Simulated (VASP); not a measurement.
# AlSn (P-6m2) in VASP: a series of runs

AlSn is run at these levels: PBE+D4, PBE; tasks: single point.

Program: VASP 6.6.1. These are calculated values, not measurements. Logs are shortened: lines on timing, memory, paths and dates and some standing lists are left out, and cuts for length are marked.

### 1 The cell of the first run

The structure is hexagonal, space group P-6m2 (No. 187). Conventional cell: a = 4.133 Å, b = 4.133 Å, c = 3.286 Å, α = 90.00°, β = 90.00°, γ = 120.00°. Sn (site symmetry -6m2) has 6 Al at 2.90 Å and 2 Sn at 3.29 Å within 3.8 Å. Within 3.8 Å of Al (site symmetry -6m2) lie 6 Sn at 2.90 Å and 2 Al at 3.29 Å.

### 2 Single point, PBE+D4

INCAR reads:

```
  ALGO = Fast
  EDIFF = 1E-6
  ENCUT = 520
  GGA = PE
  ISIF = 2
  ISMEAR = -1
  IVDW = 13
  LASPH = True
  LCHARG = False
  LREAL = False
  LWAVE = False
  NBANDS = 16
  NELM = 100
  PREC = Accurate
  SIGMA = 0.05
```

KPOINTS reads:

```
k-points
0
Gamma
  7 7 8
```

POSCAR reads:

```
AlSn
1.0
    4.1334345820      0.0000000000      0.0000000000
   -2.0667172910      3.5796593529      0.0000000000
    0.0000000000      0.0000000000      3.2859553715
Sn Al
1 1
Direct
    0.3333333333      0.6666666667      0.5000000000
    0.0000000000      0.0000000000      0.0000000000
```

Potentials or basis: VASP PAW PBE potentials, release 64 (Sn_d, Al).

The run is started by

```console
$ cat potpaw_PBE.64/Sn_d/POTCAR potpaw_PBE.64/Al/POTCAR > POTCAR
$ mpirun -np 1 vasp_std > vasp.out
```

OUTCAR:

```text
EDIFF = 1E-6
   ENCUT = 520
   GGA = PE
   ISIF = 2
   ISMEAR = -1
   IVDW = 13
   LASPH = True
   LREAL = False
   NELM = 100
   PREC = Accurate

 ion  position               nearest neighbor table
   1  0.333  0.667  0.500-   2 2.90   2 2.90   2 2.90   2 2.90   2 2.90   2 2.90
   2  0.000  0.000  0.000-   1 2.90   1 2.90   1 2.90   1 2.90   1 2.90   1 2.90

  LATTYP: Found a hexagonal cell.
 ALAT       =     4.1334345820
 C/A-ratio  =     0.7949697295

  Lattice vectors:

 A1 = (   4.1334345820,   0.0000000000,   0.0000000000)
 A2 = (  -2.0667172910,   3.5796593529,   0.0000000000)
 A3 = (   0.0000000000,   0.0000000000,   3.2859553715)

Analysis of symmetry for initial positions (statically):
=====================================================================
 Subroutine PRICEL returns:
 Original cell was already a primitive cell.

 Routine SETGRP: Setting up the symmetry group for a
 hexagonal supercell.

 Subroutine GETGRP returns: Found 12 space group operations
 (whereof 12 operations were pure point group operations)
 out of a pool of 24 trial point group operations.

The static configuration has the point symmetry D_3h.

Analysis of symmetry for dynamics (positions and initial velocities):
=====================================================================
 Subroutine PRICEL returns:
 Original cell was already a primitive cell.

 Routine SETGRP: Setting up the symmetry group for a
 hexagonal supercell.

 Subroutine GETGRP returns: Found 12 space group operations
 (whereof 12 operations were pure point group operations)
 out of a pool of 24 trial point group operations.

The dynamic configuration has the point symmetry D_3h.

 Subroutine INISYM returns: Found 12 space group operations
 (whereof 12 operations are pure point group operations),
 and found     1 'primitive' translations

----------------------------------------------------------------------------------------

                                     Primitive cell

  volume of cell :      48.6199

  direct lattice vectors                    reciprocal lattice vectors
     4.133434582  0.000000000  0.000000000     0.241929558  0.139678095  0.000000000
    -2.066717291  3.579659353  0.000000000     0.000000000  0.279356190  0.000000000
     0.000000000  0.000000000  3.285955372     0.000000000  0.000000000  0.304325497

  length of vectors
     4.133434582  4.133434582  3.285955372     0.279356190  0.279356190  0.304325497

  position of ions in fractional coordinates (direct lattice)
     0.333333333  0.666666667  0.500000000
     0.000000000  0.000000000  0.000000000

  ion indices of the primitive-cell ions
   primitive index   ion index
                 1           1
                 2           2

----------------------------------------------------------------------------------------

 KPOINTS: k-points

Automatic generation of k-mesh.
 Grid dimensions read from file:
 generate k-points for:    7    7    8

 Generating k-lattice:

  Cartesian coordinates                     Fractional coordinates (reciprocal lattice)
     0.034561365  0.019954014  0.000000000     0.142857143  0.000000000  0.000000000
     0.000000000  0.039908027  0.000000000     0.000000000  0.142857143  0.000000000
     0.000000000  0.000000000  0.038040687     0.000000000  0.000000000  0.125000000

  Length of vectors
     0.039908027  0.039908027  0.038040687

  Shift w.r.t. Gamma in fractional coordinates (k-lattice)
     0.000000000  0.000000000  0.000000000

 Subroutine IBZKPT returns following result:
 ===========================================

 Found     40 irreducible k-points:

 Following reciprocal coordinates:
            Coordinates               Weight
  0.000000  0.000000  0.000000      1.000000
  0.142857  0.000000  0.000000      6.000000
  0.285714  0.000000  0.000000      6.000000
  0.428571  0.000000  0.000000      6.000000
  0.142857  0.142857  0.000000      6.000000
  0.285714  0.142857  0.000000     12.000000
[... 16 lines left out ...]
  0.428571  0.142857  0.250000     12.000000
  0.285714  0.285714  0.250000     12.000000
 [... further k-points ...]
   k-points           NKPTS =     40   k-points in BZ     NKDIM =     40   number of bands    NBANDS=     16
   number of dos      NEDOS =    301   number of ions     NIONS =      2
   total plane-waves  NPLWV =  24576
   dimension x,y,z NGX =    32 NGY =   32 NGZ =   24
   dimension x,y,z NGXF=    64 NGYF=   64 NGZF=   48
   ions per type =               1   1
   NGX,Y,Z   is equivalent  to a cutoff of  12.87, 12.87, 12.14 a.u.
   NGXF,Y,Z  is equivalent  to a cutoff of  25.74, 25.74, 24.28 a.u.
 SYSTEM =  unknown system
   PREC   = accura    normal or accurate (medium, high low for compatibility)
   ISTART =      0    job   : 0-new  1-cont  2-samecut
   ICHARG =      2    charge: 1-file 2-atom 10-const
   ISPIN  =      1    spin polarized calculation?
   LNONCOLLINEAR =      F non collinear calculations
   LSORBIT =      F    spin-orbit coupling
   LASPH  =      T    aspherical Exc in radial PAW
   ENCUT  =  520.0 eV  38.22 Ry    6.18 a.u.   7.69  7.69  6.11*2*pi/ulx,y,z
   NELM   =    100;   NELMIN=  2; NELMDL= -5     # of ELM steps
   EDIFF  = 0.1E-05   stopping-criterion for ELM
   LREAL  =      F    real-space projection
   EDIFFG = 0.1E-04   stopping-criterion for IOM
   NSW    =      0    number of steps for IOM
   IBRION =     -1    ionic relax: 0-MD 1-quasi-New 2-CG
   NFREE  =      0    steps in history (QN), initial steepest desc. (CG)
   ISIF   =      2    stress and relaxation
   ISYM   =      2    0-nonsym 1-usesym 2-fastsym
   POTIM  = 0.5000    time-step for ionic-motion
   TEBEG  =    0.0;   TEEND  =   0.0 temperature during run
   PSTRESS=    0.0 pullay stress
   NELECT =      17.0000    total number of electrons
   NUPDOWN=      -1.0000    fix difference up-down
   EMIN   =  10.00;   EMAX   =-10.00  energy-range for DOS
   EFERMI =   0.00;   METHOD = LEGACY
   ISMEAR =    -1;   SIGMA  =   0.05  broadening in eV -4-tet -1-fermi 0-gaus
   EFERMI_NEDOS =   21; number of points for ismear=-14 and -15
   IALGO  =     68    algorithm
   IMIX   =      4    mixing-type and parameters
     AMIX     =   0.40;   BMIX     =  1.00
     AMIX_MAG =   1.60;   BMIX_MAG =  1.00
  volume/ion in A,a.u.               =      24.31       164.05
  Fermi-wavevector in a.u.,A,eV,Ry     =   1.153328  2.179475 18.098013  1.330166
  Thomas-Fermi vector in A             =   2.289973
   LORBIT       =      0    0 simple, 1 ext, 2 COOP (PROOUT), +10 PAW based schemes
   GGA     = PE    functional components
   LHFCALC =     F    Hartree Fock is set to
   AEXX    =    0.0000 exact exchange contribution
   IVDW    =    13    specifies the selected vdW correction
   LEPSILON=     F    determine dielectric tensor
   LRPA    =     F    only Hartree local field effects (RPA)
 non-spin polarized calculation
 RMM-DIIS sequential band-by-band and
  energy-cutoff  :      520.00
  volume of cell :       48.62
 maximum number of plane-waves:      1339
 NGX is ok and might be reduce to    32
   NGX = 15   NGY = 15   NGZ = 13

 number of electron      16.9999995 magnetization

 Free energy of the ion-electron system (eV)
  ---------------------------------------------------
  ext. energy  EPLUGINS =         0.00000000
  ---------------------------------------------------
  free energy    TOTEN  =        -7.18919486 eV

  energy without entropy =       -7.18541740  energy(sigma->0) =       -7.18730613

 E-fermi :   6.8254     XC(G=0):  -9.7207

 val. band max:        6.7088406864   @ k =   0.2857   0.2857   0.2500
 cond. band min:       6.8812970394   @ k =   0.0000   0.0000   0.1250
 fundamental gap:      0.1724563530
 Fermi energy:         6.8254487170

 k-point     1 :       0.0000    0.0000    0.0000
  band No.  band energies     occupation
      1     -14.5661      2.00000
      2     -14.4546      2.00000
      3     -14.4546      2.00000
      4     -14.4331      2.00000
      5     -14.4331      2.00000
      6      -3.8697      2.00000
[... 8 lines left out ...]
     15      18.7780      0.00000
     16      19.7278      0.00000

 k-point     2 :       0.1429    0.0000    0.0000
  band No.  band energies     occupation
      1     -14.5642      2.00000
      2     -14.4552      2.00000
      3     -14.4502      2.00000
      4     -14.4345      2.00000
      5     -14.4334      2.00000
      6      -3.6493      2.00000
[... 8 lines left out ...]
     15      17.1523      0.00000
     16      19.4514      0.00000

 k-point     3 :       0.2857    0.0000    0.0000
  band No.  band energies     occupation
      1     -14.5602      2.00000
      2     -14.4563      2.00000
      3     -14.4402      2.00000
      4     -14.4377      2.00000
      5     -14.4343      2.00000
      6      -3.0125      2.00000
[... 8 lines left out ...]
     15      16.6771      0.00000
     16      18.4409      0.00000

 k-point     4 :       0.4286    0.0000    0.0000
  band No.  band energies     occupation
      1     -14.5571      2.00000
      2     -14.4571      2.00000
      3     -14.4403      2.00000
      4     -14.4350      2.00000
      5     -14.4322      2.00000
      6      -2.1458      2.00000
[... 8 lines left out ...]
     15      16.4714      0.00000
     16      18.1257      0.00000

 k-point     5 :       0.1429    0.1429    0.0000
  band No.  band energies     occupation
      1     -14.5612      2.00000
      2     -14.4553      2.00000
      3     -14.4438      2.00000
      4     -14.4366      2.00000
      5     -14.4343      2.00000
      6      -3.2188      2.00000
[... 8 lines left out ...]
     15      16.3022      0.00000
     16      18.5276      0.00000

 k-point     6 :       0.2857    0.1429    0.0000
  band No.  band energies     occupation
      1     -14.5576      2.00000
      2     -14.4546      2.00000
      3     -14.4392      2.00000
      4     -14.4366      2.00000
      5     -14.4355      2.00000
      6      -2.4297      2.00000
[... 8 lines left out ...]
     15      16.6424      0.00000
     16      18.0254      0.00000

 k-point     7 :       0.4286    0.1429    0.0000
  band No.  band energies     occupation
      1     -14.5560      2.00000
      2     -14.4541      2.00000
      3     -14.4403      2.00000
      4     -14.4360      2.00000
      5     -14.4335      2.00000
      6      -1.8022      2.00000
[... 8 lines left out ...]
     15      15.5870      0.00000
     16      17.3779      0.00000

 k-point     8 :       0.2857    0.2857    0.0000
  band No.  band energies     occupation
      1     -14.5552      2.00000
      2     -14.4492      2.00000
      3     -14.4394      2.00000
      4     -14.4380      2.00000
      5     -14.4374      2.00000
      6      -1.6873      2.00000
[... 8 lines left out ...]
     15      15.9371      0.00000
     16      16.4754      0.00000

 k-point     9 :       0.0000    0.0000    0.1250
  band No.  band energies     occupation
      1     -14.5386      2.00000
      2     -14.4534      2.00000
      3     -14.4534      2.00000
      4     -14.4432      2.00000
      5     -14.4432      2.00000
      6      -3.6473      2.00000
[... 8 lines left out ...]
     15      17.4390      0.00000
     16      17.4850      0.00000
[... 172 lines left out ...]
 k-point    19 :       0.2857    0.0000    0.2500
  band No.  band energies     occupation
      1     -14.4754      2.00000
      2     -14.4696      2.00000
      3     -14.4671      2.00000
      4     -14.4493      2.00000
      5     -14.4363      2.00000
      6      -2.1258      2.00000
[... 8 lines left out ...]
     15      15.7857      0.00000
     16      18.5198      0.00000

 k-point    20 :       0.4286    0.0000    0.2500
  band No.  band energies     occupation
      1     -14.4795      2.00000
      2     -14.4706      2.00000
      3     -14.4664      2.00000
      4     -14.4468      2.00000
      5     -14.4286      2.00000
      6      -1.2671      2.00000
[... 8 lines left out ...]
     15      17.1390      0.00000
     16      19.4792      0.00000

 k-point    21 :       0.1429    0.1429    0.2500
  band No.  band energies     occupation
      1     -14.4736      2.00000
      2     -14.4696      2.00000
      3     -14.4670      2.00000
      4     -14.4502      2.00000
      5     -14.4392      2.00000
      6      -2.3311      2.00000
[... 8 lines left out ...]
     15      17.2405      0.00000
     16      17.4739      0.00000

 k-point    22 :       0.2857    0.1429    0.2500
  band No.  band energies     occupation
      1     -14.4776      2.00000
      2     -14.4714      2.00000
      3     -14.4639      2.00000
      4     -14.4479      2.00000
      5     -14.4324      2.00000
      6      -1.5469      2.00000
[... 8 lines left out ...]
     15      17.5688      0.00000
     16      18.9766      0.00000

 k-point    23 :       0.4286    0.1429    0.2500
  band No.  band energies     occupation
      1     -14.4794      2.00000
      2     -14.4721      2.00000
      3     -14.4633      2.00000
      4     -14.4457      2.00000
      5     -14.4298      2.00000
      6      -0.9282      2.00000
[... 8 lines left out ...]
     15      17.5030      0.00000
     16      19.8013      0.00000

 k-point    24 :       0.2857    0.2857    0.2500
  band No.  band energies     occupation
      1     -14.4780      2.00000
      2     -14.4741      2.00000
      3     -14.4598      2.00000
      4     -14.4440      2.00000
      5     -14.4337      2.00000
      6      -0.8131      2.00000
[... 8 lines left out ...]
     15      19.2207      0.00000
     16      19.2626      0.00000

 [... further k-points ...]

------------------------ aborting loop because EDIFF is reached ----------------------------------------

  DFT-D4 for vdW energy calculation

  Edisp (eV):   -0.68692

  FORCE on cell =-STRESS in cart. coord.  units (eV):
  Direction    XX          YY          ZZ          XY          YZ          ZX
  --------------------------------------------------------------------------------------
  -------------------------------------------------------------------------------------
  Total      -0.02509    -0.02509    -0.01122     0.00000    -0.00000     0.00000
  in kB      -0.82664    -0.82664    -0.36958     0.00000    -0.00000     0.00000
  external pressure =       -0.67 kB  Pullay stress =        0.00 kB

 VOLUME and BASIS-vectors are now :
 -----------------------------------------------------------------------------
  energy-cutoff  :      520.00
  volume of cell :       48.62
      direct lattice vectors                 reciprocal lattice vectors
     4.133434582  0.000000000  0.000000000     0.241929558  0.139678095  0.000000000
    -2.066717291  3.579659353  0.000000000     0.000000000  0.279356190  0.000000000
     0.000000000  0.000000000  3.285955372     0.000000000  0.000000000  0.304325497

 POSITION                                       TOTAL-FORCE (eV/Angst)
 -----------------------------------------------------------------------------------
     -0.00000      2.38644      1.64298         0.000000     -0.000000      0.000000
      0.00000      0.00000      0.00000        -0.000000      0.000000      0.000000
 -----------------------------------------------------------------------------------
    total drift:                                0.000000     -0.000000     -0.000000

  FREE ENERGIE OF THE ION-ELECTRON SYSTEM (eV)
  ---------------------------------------------------
  free  energy   TOTEN  =        -7.8761149820 eV

  energy  without entropy=       -7.8723375210  energy(sigma->0) =       -7.87422625
```

Wall time 52 s (1 thread of AMD EPYC 7R13, shared host); peak memory 0.15 GiB.

Results:

```
Free energy                : -7.8761 eV
Pressure                   : -0.1 GPa
Dispersion energy per atom : -0.343 eV
```

Levels at points of the mesh, in eV from the Fermi level:
```tsv
k point	band 5	band 6	band 7	band 8	band 9	band 10	band 11	band 12
(0.00, 0.00, 0.00)	-21.26	-10.70	-0.18	-0.18	1.00	2.51	3.19	3.19
(0.00, 0.00, 0.50)	-21.20	-7.60	-6.42	2.83	2.83	3.67	3.67	4.05
```

Caveat: spin-orbit coupling is left out, which moves the levels of the heavy elements; pairwise dispersion overbinds metals, which lowers pressure and volume.

### 3 Single point, PBE

This run uses another cell than the first one, of 25.24 Å³/atom, 1.038 times its volume.

INCAR reads:

```
PREC = Accurate
ENCUT = 520
EDIFF = 1E-6
ISMEAR = 0
SIGMA = 0.025
LREAL = F
LASPH = T
NELM = 100
ALGO = Normal
ISIF = 2
LWAVE = F
LCHARG = F
GGA = PE
NBANDS = 16
```

KPOINTS reads:

```
regular mesh
0
Gamma
  7 7 8
```

POSCAR reads:

```
AlSn
1.0
    4.1981056157      0.0000000000      0.0000000000
   -2.0990528078      3.6356661109      0.0000000000
    0.0000000000      0.0000000000      3.3068470000
Sn Al
1 1
Direct
    0.3333333333      0.6666666667      0.5000000000
    0.0000000000      0.0000000000      0.0000000000
```

Potentials or basis: VASP PAW PBE potentials, release 64 (Sn_d, Al).

The run is started by

```console
$ cat potpaw_PBE.64/Sn_d/POTCAR potpaw_PBE.64/Al/POTCAR > POTCAR
$ mpirun -np 1 vasp_std > vasp.out
```

Wall time 53 s (1 thread of AMD EPYC 7R13, shared host); peak memory 0.16 GiB.

It converged, with:

```
Free energy : -7.2012 eV
Pressure    : 0.2 GPa
```

Stress tensor (GPa, compression positive):
```
-0.04  0.00  0.00
 0.00 -0.04  0.00
 0.00  0.00  0.77
```

Levels at points of the mesh, in eV from the Fermi level:
```
           k point  band 6  band 7  band 8  band 9  band 10  band 11
(0.00, 0.00, 0.00)  -10.45   -0.22   -0.22    0.70     2.61     3.13
(0.00, 0.00, 0.50)   -7.42   -6.21    2.72    2.72     3.58     3.58
```

Caveat: spin-orbit coupling is left out, which moves the levels of the heavy elements.
